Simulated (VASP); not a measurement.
Wanted: the native input for a VASP 6.6.1 run.

```
Task                   : single point
Functional             : LDA
Potentials or basis    : VASP PAW LDA potentials, release 64 (Li_sv)
Cutoff                 : 520 eV
k mesh                 : 16 × 16 × 16
Occupations            : fermi-dirac, width 0.08 eV
Spin                   : no spin polarisation
Dipole correction      : no
Further INCAR settings : ALGO = Normal; EDIFF = 1e-07; NBANDS = 8
```

The structure of Li lies in POSCAR:

```
Li
1.0
   -1.5346285003      1.5346285003      1.5346285003
    1.5346285003     -1.5346285003      1.5346285003
    1.5346285003      1.5346285003     -1.5346285003
Li
1
Direct
    0.0000000000      0.0000000000      0.0000000000
```

This cell differs from its parent crystal: volume scaled by 0.76.

These files were run (other wordings do the same):

INCAR

```
PREC = Accurate
ENCUT = 520
EDIFF = 1E-7
ISMEAR = -1
SIGMA = 0.08
LREAL = F
LASPH = T
NELM = 100
ALGO = Normal
ISIF = 2
LWAVE = F
LCHARG = T
GGA = CA
LELF = T
LVHAR = T
NBANDS = 8
```

KPOINTS

```
Automatic mesh
0
Gamma
  16 16 16
```

Potentials or basis: VASP PAW LDA potentials, release 64 (Li_sv).

Run with:

```bash
$ cat potpaw_LDA.64/Li_sv/POTCAR > POTCAR
$ mpirun -np 1 vasp_std > vasp.out
```

Wall time 28 s on 1 thread of AMD EPYC 7R13, with other jobs on the host, peak memory 0.09 GiB.
